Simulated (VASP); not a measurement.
Wanted: the native input for a VASP 6.6.1 run.

```yaml
Task: single point
Functional: PBE
Dispersion: D3(BJ)
Potentials_or_basis: VASP PAW PBE potentials, release 64 (C, F)
Cutoff: 520 eV
k_mesh: 12 × 12 × 1
Occupations: gaussian, width 0.1 eV
Spin: no spin polarisation
Dipole_correction: yes
Further_INCAR_settings: ALGO = Normal; EDIFF = 1e-06; NBANDS = 30
```

The structure of C8F lies in POSCAR:

```
C8F
1.0
    2.4649796670      0.0000000000      0.0000000000
   -1.2324898335      2.1347350114      0.0000000000
    0.0000000000      0.0000000000     29.1076495408
C F
8 1
Direct
    0.0000000000      0.0000000000      0.2920194646
    0.6666666666      0.3333333333      0.2920194566
    0.0000000000      0.0000000000      0.4077696707
    0.3333333334      0.6666666667      0.4077696627
   -0.0351159115     -0.0702318230      0.5237265408
    0.6316284275      0.2632568550      0.5236274592
   -0.0453790091     -0.0907580182      0.6339396961
    0.2879385443      0.5758770886      0.6448801664
    0.2879558842      0.5759117683      0.6956629951
```

The input as run:

INCAR

```
  PREC = Accurate
  ENCUT = 520
  EDIFF = 1E-6
  ISMEAR = 0
  SIGMA = 0.1
  LREAL = False
  LASPH = True
  NELM = 80
  ALGO = Normal
  ISIF = 2
  LWAVE = False
  LCHARG = False
  LDIPOL = True
  IDIPOL = 3
  DIPOL = 0.5 0.5 0.491
  GGA = PE
  IVDW = 12
  NBANDS = 30
```

KPOINTS

```
Automatic mesh
0
Gamma
  12 12 1
```

Potentials or basis: VASP PAW PBE potentials, release 64 (C, F).

The run is started by

```console
$ cat potpaw_PBE.64/C/POTCAR potpaw_PBE.64/F/POTCAR > POTCAR
$ mpirun -np 1 vasp_std > vasp.out
```

Results of the run:

| Quantity | Value |
| --- | --- |
| Largest force | 0.241 eV/Å |
| Dispersion energy per atom | -0.129 eV |

Caveat: an odd number of electrons without spin polarisation forces a metal; a magnetic or distorted state may lie lower.

Run time: 2.7 min on 1 thread of Intel(R) Xeon(R) 6975P-C (Granite Rapids), with other jobs on the host, peak memory 0.34 GiB.
